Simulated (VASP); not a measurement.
AlH5:

```
Al H
1.0
     4.27486    0.00000    0.00000
    -2.13743    3.70214    0.00000
     0.00000    0.00000    3.56385
Al H
1 5
Direct
  0.00000 0.00000 0.00000
  0.50000 0.00000 0.50000
  0.50000 0.50000 0.50000
  0.00000 0.50000 0.50000
  0.33333 0.66667 0.00000
  0.66667 0.33333 0.00000
```

| Quantity | Value |
| --- | --- |
| Program | VASP 6.6.1 |
| Task | relaxation of cell and atoms |
| Functional | PBE |
| Potentials or basis | VASP PAW PBE potentials, release 64 (Al, H) |
| Cutoff | 600 eV |
| k mesh | 6 × 6 × 6 |
| Occupations | gaussian, width 0.1 eV |
| Spin | no spin polarisation |

At the start: pressure -18.7 GPa; volume 9.40 Å³/atom.

Where does the relaxation end?

Over 16 steps the energy falls by 554.3 meV/atom and the volume is 5.42 Å³/atom (-42.4 %); space group P6/mmm (No. 191, to 0.05 Å).

Step by step:
```tsv
step	energy change (eV)	largest force (eV/Å)	pressure (GPa)	volume (Å³)
1	0.0000	0.0000	-18.68	56.40
2	-1.0304	0.0000	-19.65	47.92
3	-2.7230	0.0000	6.39	27.64
4	-2.7359	0.0000	-2.70	30.10
5	-2.7467	0.0000	0.38	29.15
6	-2.8362	0.0000	1.89	28.81
7	-2.8591	0.0000	2.66	28.70
8	-2.9117	0.0000	4.34	28.45
9	-2.9955	0.0000	8.90	27.91
10	-3.0017	0.0000	20.73	26.69
11	-3.0260	0.0000	17.25	27.02
12	-3.0748	0.0000	16.71	27.34
13	-3.1266	0.0000	15.69	28.15
14	-3.1964	0.0000	12.08	28.94
15	-3.3133	0.0000	3.40	31.39
16	-3.3257	0.0000	0.23	32.49
```

Final structure:
```
Al H
1.0
     3.18738    0.00000    0.00000
    -1.59369    2.76035    0.00000
     0.00000    0.00000    3.69328
Al H
1 5
Cartesian
  0.0000 0.0000 3.6933
  1.5937 0.0000 1.8466
  0.7968 1.3802 1.8466
  -0.7968 1.3802 1.8466
  0.0000 1.8402 0.0000
  1.5937 0.9201 3.6933
```

Caveat: the volume moved by over 15 % at a fixed basis, so the end points are rough.
